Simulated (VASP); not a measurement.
# Zn (P6_3/mmc) in VASP: notebook

Zn is run at these levels: PBEsol; tasks: single point.

Program: VASP 6.6.1. These are calculated values, not measurements. Logs are shortened: lines on timing, memory, paths and dates and some standing lists are left out, and cuts for length are marked.

### 1 The cell of the first run

Symmetry: P6_3/mmc, No. 194, hexagonal system. The conventional cell has a = 2.813 Å, b = 2.813 Å, c = 4.439 Å, α = 90.00°, β = 90.00°, γ = 120.00°. Within 3.6 Å of Zn (site symmetry -6m2) lie 12 Zn at 2.75 to 2.81 Å.

### 2 Single point, PBEsol

INCAR reads:

```
SYSTEM = Zn
ALGO = Fast ; EDIFF = 1E-6
ENCUT = 520 ; GGA = PS
ISIF = 2 ; ISMEAR = 0
LASPH = .TRUE. ; LCHARG = .FALSE.
LREAL = .FALSE. ; LWAVE = .FALSE.
NBANDS = 19 ; NELM = 60
PREC = Accurate ; SIGMA = 0.15
```

KPOINTS reads:

```
k-points
0
G
  24 24 12
  0 0 0
```

POSCAR reads:

```
Zn
1.0
    2.8131398780      0.0000000000      0.0000000000
   -1.4065699390      2.4362505987      0.0000000000
    0.0000000000      0.0000000000      4.4387585638
Zn
2
Direct
    0.3333333333      0.6666666667      0.2500000000
    0.6666666667      0.3333333333      0.7500000000
```

Potentials or basis: VASP PAW PBE potentials, release 64 (Zn).

The run is started by

```bash
cat potpaw_PBE.64/Zn/POTCAR > POTCAR
mpirun -np 1 vasp_std > vasp.out
```

OUTCAR:

```text
SYSTEM = Zn
   EDIFF = 1E-6
   ENCUT = 520
   GGA = PS
   ISIF = 2
   ISMEAR = 0
   LASPH = .TRUE.
   LREAL = .FALSE.
   NELM = 60
   PREC = Accurate

 ion  position               nearest neighbor table
   1  0.333  0.667  0.250-   2 2.75   2 2.75   2 2.75   2 2.75   2 2.75   2 2.75
   2  0.667  0.333  0.750-   1 2.75   1 2.75   1 2.75   1 2.75   1 2.75   1 2.75

  LATTYP: Found a hexagonal cell.
 ALAT       =     2.8131398780
 C/A-ratio  =     1.5778662833

  Lattice vectors:

 A1 = (   2.8131398780,   0.0000000000,   0.0000000000)
 A2 = (  -1.4065699390,   2.4362505987,   0.0000000000)
 A3 = (   0.0000000000,   0.0000000000,   4.4387585638)

Analysis of symmetry for initial positions (statically):
=====================================================================
 Subroutine PRICEL returns:
 Original cell was already a primitive cell.

 Routine SETGRP: Setting up the symmetry group for a
 hexagonal supercell.

 Subroutine GETGRP returns: Found 24 space group operations
 (whereof 12 operations were pure point group operations)
 out of a pool of 24 trial point group operations.

The static configuration has the point symmetry D_3d.
 The point group associated with its full space group is D_6h.

Analysis of symmetry for dynamics (positions and initial velocities):
=====================================================================
 Subroutine PRICEL returns:
 Original cell was already a primitive cell.

 Routine SETGRP: Setting up the symmetry group for a
 hexagonal supercell.

 Subroutine GETGRP returns: Found 24 space group operations
 (whereof 12 operations were pure point group operations)
 out of a pool of 24 trial point group operations.

The dynamic configuration has the point symmetry D_3d.
 The point group associated with its full space group is D_6h.

 Subroutine INISYM returns: Found 24 space group operations
 (whereof 12 operations are pure point group operations),
 and found     1 'primitive' translations

----------------------------------------------------------------------------------------

                                     Primitive cell

  volume of cell :      30.4211

  direct lattice vectors                    reciprocal lattice vectors
     2.813139878  0.000000000  0.000000000     0.355474681  0.205233403  0.000000000
    -1.406569939  2.436250599  0.000000000     0.000000000  0.410466805  0.000000000
     0.000000000  0.000000000  4.438758564     0.000000000  0.000000000  0.225288216

  length of vectors
     2.813139878  2.813139878  4.438758564     0.410466805  0.410466805  0.225288216

  position of ions in fractional coordinates (direct lattice)
     0.333333333  0.666666667  0.250000000
     0.666666667  0.333333333  0.750000000

  ion indices of the primitive-cell ions
   primitive index   ion index
                 1           1
                 2           2

----------------------------------------------------------------------------------------

 KPOINTS: k-points

Automatic generation of k-mesh.
 Grid dimensions read from file:
 generate k-points for:   24   24   12

 Generating k-lattice:

  Cartesian coordinates                     Fractional coordinates (reciprocal lattice)
     0.014811445  0.008551392  0.000000000     0.041666667  0.000000000  0.000000000
     0.000000000  0.017102784  0.000000000     0.000000000  0.041666667  0.000000000
     0.000000000  0.000000000  0.018774018     0.000000000  0.000000000  0.083333333

  Length of vectors
     0.017102784  0.017102784  0.018774018

  Shift w.r.t. Gamma in fractional coordinates (k-lattice)
     0.000000000  0.000000000  0.000000000

 Subroutine IBZKPT returns following result:
 ===========================================

 Found    427 irreducible k-points:

 Following reciprocal coordinates:
            Coordinates               Weight
  0.000000  0.000000  0.000000      1.000000
  0.041667  0.000000  0.000000      6.000000
  0.083333  0.000000  0.000000      6.000000
  0.125000  0.000000  0.000000      6.000000
  0.166667 -0.000000  0.000000      6.000000
  0.208333  0.000000  0.000000      6.000000
[... 16 lines left out ...]
  0.416667  0.041667  0.000000     12.000000
  0.458333  0.041667  0.000000     12.000000
 [... further k-points ...]
   k-points           NKPTS =    427   k-points in BZ     NKDIM =    427   number of bands    NBANDS=     19
   number of dos      NEDOS =    301   number of ions     NIONS =      2
   total plane-waves  NPLWV =  20736
   dimension x,y,z NGX =    24 NGY =   24 NGZ =   36
   dimension x,y,z NGXF=    48 NGYF=   48 NGZF=   72
   ions per type =               2
   NGX,Y,Z   is equivalent  to a cutoff of  14.18, 14.18, 13.48 a.u.
   NGXF,Y,Z  is equivalent  to a cutoff of  28.37, 28.37, 26.97 a.u.
 SYSTEM =  Zn
   PREC   = accura    normal or accurate (medium, high low for compatibility)
   ISTART =      0    job   : 0-new  1-cont  2-samecut
   ICHARG =      2    charge: 1-file 2-atom 10-const
   ISPIN  =      1    spin polarized calculation?
   LNONCOLLINEAR =      F non collinear calculations
   LSORBIT =      F    spin-orbit coupling
   LASPH  =      T    aspherical Exc in radial PAW
   ENCUT  =  520.0 eV  38.22 Ry    6.18 a.u.   5.23  5.23  8.25*2*pi/ulx,y,z
   NELM   =     60;   NELMIN=  2; NELMDL= -5     # of ELM steps
   EDIFF  = 0.1E-05   stopping-criterion for ELM
   LREAL  =      F    real-space projection
   EDIFFG = 0.1E-04   stopping-criterion for IOM
   NSW    =      0    number of steps for IOM
   IBRION =     -1    ionic relax: 0-MD 1-quasi-New 2-CG
   NFREE  =      0    steps in history (QN), initial steepest desc. (CG)
   ISIF   =      2    stress and relaxation
   ISYM   =      2    0-nonsym 1-usesym 2-fastsym
   POTIM  = 0.5000    time-step for ionic-motion
   TEBEG  =    0.0;   TEEND  =   0.0 temperature during run
   PSTRESS=    0.0 pullay stress
   NELECT =      24.0000    total number of electrons
   NUPDOWN=      -1.0000    fix difference up-down
   EMIN   =  10.00;   EMAX   =-10.00  energy-range for DOS
   EFERMI =   0.00;   METHOD = LEGACY
   ISMEAR =     0;   SIGMA  =   0.15  broadening in eV -4-tet -1-fermi 0-gaus
   EFERMI_NEDOS =   21; number of points for ismear=-14 and -15
   IALGO  =     68    algorithm
   IMIX   =      4    mixing-type and parameters
     AMIX     =   0.40;   BMIX     =  1.00
     AMIX_MAG =   1.60;   BMIX_MAG =  1.00
  volume/ion in A,a.u.               =      15.21       102.65
  Fermi-wavevector in a.u.,A,eV,Ry     =   1.512703  2.858594 31.133805  2.288270
  Thomas-Fermi vector in A             =   2.622592
   LORBIT       =      0    0 simple, 1 ext, 2 COOP (PROOUT), +10 PAW based schemes
   GGA     = PS    functional components
   LHFCALC =     F    Hartree Fock is set to
   AEXX    =    0.0000 exact exchange contribution
   IVDW    =     0    specifies the selected vdW correction
   LEPSILON=     F    determine dielectric tensor
   LRPA    =     F    only Hartree local field effects (RPA)
 non-spin polarized calculation
 RMM-DIIS sequential band-by-band and
 Gauss-broadening in eV      SIGMA  =   0.15
  energy-cutoff  :      520.00
  volume of cell :       30.42
 maximum number of plane-waves:       840
 NGX is ok and might be reduce to    24

 number of electron      23.9999998 magnetization

 Free energy of the ion-electron system (eV)
  ---------------------------------------------------
  ext. energy  EPLUGINS =         0.00000000
  ---------------------------------------------------
  free energy    TOTEN  =        -3.10070986 eV

  energy without entropy =       -3.09408609  energy(sigma->0) =       -3.09739797

 E-fermi :   3.0774     XC(G=0): -11.7119

 val. band max:        3.0760838823   @ k =   0.2500   0.0000   0.0000
 cond. band min:       3.0801017905   @ k =   0.1250   0.0000   0.0833
 fundamental gap:      0.0040179082
 Fermi energy:         3.0773721781

 k-point     1 :       0.0000    0.0000    0.0000
  band No.  band energies     occupation
      1      -7.4592      2.00000
      2      -5.4129      2.00000
      3      -4.6616      2.00000
      4      -4.6616      2.00000
      5      -4.6458      2.00000
      6      -4.5637      2.00000
[... 11 lines left out ...]
     18      19.8502      0.00000
     19      21.1575      0.00000

 k-point     2 :       0.0417    0.0000    0.0000
  band No.  band energies     occupation
      1      -7.4138      2.00000
      2      -5.3989      2.00000
      3      -4.6898      2.00000
      4      -4.6519      2.00000
      5      -4.6181      2.00000
      6      -4.5665      2.00000
[... 11 lines left out ...]
     18      20.8262      0.00000
     19      21.4933      0.00000

 k-point     3 :       0.0833    0.0000    0.0000
  band No.  band energies     occupation
      1      -7.2787      2.00000
      2      -5.3593      2.00000
      3      -4.7263      2.00000
      4      -4.6233      2.00000
      5      -4.5872      2.00000
      6      -4.5687      2.00000
[... 11 lines left out ...]
     18      21.5164      0.00000
     19      21.8169      0.00000

 k-point     4 :       0.1250    0.0000    0.0000
  band No.  band energies     occupation
      1      -7.0567      2.00000
      2      -5.3011      2.00000
      3      -4.7630      2.00000
      4      -4.5919      2.00000
      5      -4.5776      2.00000
      6      -4.5663      2.00000
[... 407 lines left out ...]
     18      15.7955      0.00000
     19      17.9897      0.00000

 k-point    23 :       0.4167    0.0417    0.0000
  band No.  band energies     occupation
      1      -5.2988      2.00000
      2      -5.2305      2.00000
      3      -5.1525      2.00000
      4      -4.7442      2.00000
      5      -4.5315      2.00000
      6      -4.4821      2.00000
[... 11 lines left out ...]
     18      15.6699      0.00000
     19      17.7702      0.00000

 k-point    24 :       0.4583    0.0417    0.0000
  band No.  band energies     occupation
      1      -5.3097      2.00000
      2      -5.2268      2.00000
      3      -5.1737      2.00000
      4      -4.7512      2.00000
      5      -4.5385      2.00000
      6      -4.4702      2.00000
[... 11 lines left out ...]
     18      15.6074      0.00000
     19      17.6593      0.00000

 [... further k-points ...]

------------------------ aborting loop because EDIFF is reached ----------------------------------------

  FORCE on cell =-STRESS in cart. coord.  units (eV):
  Direction    XX          YY          ZZ          XY          YZ          ZX
  --------------------------------------------------------------------------------------
  -------------------------------------------------------------------------------------
  Total       -1.1778508     -1.1778508     -0.9438809      0.0000000      0.0000000      0.0000000
  in kB      -62.0334678    -62.0334678    -49.7110543      0.0000000      0.0000000      0.0000000
  external PRESSURE =     -57.9259967 kB  Pullay stress =       0.0000000 kB

 VOLUME and BASIS-vectors are now :
 -----------------------------------------------------------------------------
  energy-cutoff  :      520.00
  volume of cell :       30.42
      direct lattice vectors                 reciprocal lattice vectors
     2.813139878  0.000000000  0.000000000     0.355474681  0.205233403  0.000000000
    -1.406569939  2.436250599  0.000000000     0.000000000  0.410466805  0.000000000
     0.000000000  0.000000000  4.438758564     0.000000000  0.000000000  0.225288216

 POSITION                                       TOTAL-FORCE (eV/Angst)
 -----------------------------------------------------------------------------------
     -0.00000      1.62417      1.10969        -0.000000      0.000000      0.000000
      1.40657      0.81208      3.32907         0.000000     -0.000000      0.000000
 -----------------------------------------------------------------------------------
    total drift:                               -0.000000      0.000000     -0.000000

  FREE ENERGIE OF THE ION-ELECTRON SYSTEM (eV)
  ---------------------------------------------------
  free  energy   TOTEN  =        -3.1007098562 eV

  energy  without entropy=       -3.0940860931  energy(sigma->0) =       -3.09739797
```

Wall time 4.1 min (1 thread of Intel Xeon 8259CL, shared host); peak memory 0.31 GiB.

What came out:

```yaml
Free_energy: -3.1007 eV
Pressure: -5.8 GPa
Band_gap_on_the_k_mesh: zero (bands 12 and 13 overlap by 2.80 eV)
```

Levels at points of the mesh, in eV from the Fermi level:
```
           k point  band 9  band 10  band 11  band 12  band 13  band 14  band 15  band 16
(0.00, 0.00, 0.00)   -7.57    -7.16    -7.16    -2.86    -1.11    14.08    14.08    16.13
(0.50, 0.00, 0.00)   -7.09    -7.08    -3.53    -3.13     3.56     3.79     5.08     6.00
(0.00, 0.00, 0.50)   -7.27    -7.27    -7.27    -7.27     7.89     7.89    15.76    15.76
(0.50, 0.00, 0.50)   -7.11    -7.11    -2.26    -2.26    -0.48    -0.48    10.13    10.13
```

Caveat: the cell stands under tension; the PAW data sets were made with another functional, which shifts forces and pressure a little.

### 3 Single point, PBEsol

This run uses another cell than the first one, of the same volume but with other edges.

INCAR reads:

```
PREC = Accurate
ENCUT = 520
EDIFF = 1E-6
ISMEAR = 0
SIGMA = 0.15
LREAL = False
LASPH = True
NELM = 80
ALGO = Fast
ISIF = 2
LWAVE = False
LCHARG = False
GGA = PS
NBANDS = 19
```

KPOINTS reads:

```
Automatic mesh
0
Gamma
  24 24 12
```

POSCAR reads:

```
Zn
1.0
    2.5076709777      0.0000000000      0.0000000000
   -1.2538354889      2.1717067711      0.0000000000
    0.0000000000      0.0000000000      5.5860275089
Zn
2
Direct
    0.3333333333      0.6666666667      0.2500000000
    0.6666666667      0.3333333333      0.7500000000
```

Potentials or basis: VASP PAW PBE potentials, release 64 (Zn).

The run is started by

```bash
cat potpaw_PBE.64/Zn/POTCAR > POTCAR
mpirun -np 1 vasp_std > vasp.out
```

Run time: 4 min. Hardware: 1 thread of Intel Xeon 8259CL, shared host; peak memory 0.3 GiB.

The run converged. Its results:

```
Free energy            : -3.0736 eV
Pressure               : 2.0 GPa
Band gap on the k mesh : zero (bands 12 and 13 overlap by 6.19 eV)
```

Stress tensor (GPa, compression positive):
```
 5.07  0.00  0.00
 0.00  5.07  0.00
 0.00  0.00 -4.11
```

Levels at points of the mesh, in eV from the Fermi level:
| k point | band 8 | band 9 | band 10 | band 11 | band 12 | band 13 | band 14 | band 15 | band 16 | band 17 |
| --- | --- | --- | --- | --- | --- | --- | --- | --- | --- | --- |
| (0.00, 0.00, 0.00) | -7.02 | -7.02 | -6.94 | -6.94 | -4.67 | -4.06 | 8.39 | 12.65 | 21.59 | 21.59 |
| (0.50, 0.00, 0.00) | -7.04 | -6.61 | -6.61 | -2.10 | -1.19 | 2.03 | 3.65 | 4.04 | 5.87 | 13.04 |
| (0.00, 0.00, 0.50) | -7.56 | -6.98 | -6.98 | -6.98 | -6.98 | 1.76 | 1.76 | 21.29 | 21.29 | 22.43 |
| (0.50, 0.00, 0.50) | -7.06 | -6.61 | -6.61 | -1.44 | -1.44 | 1.13 | 1.13 | 8.45 | 8.45 | 11.92 |

Caveat: the PAW data sets were made with another functional, which shifts forces and pressure a little.
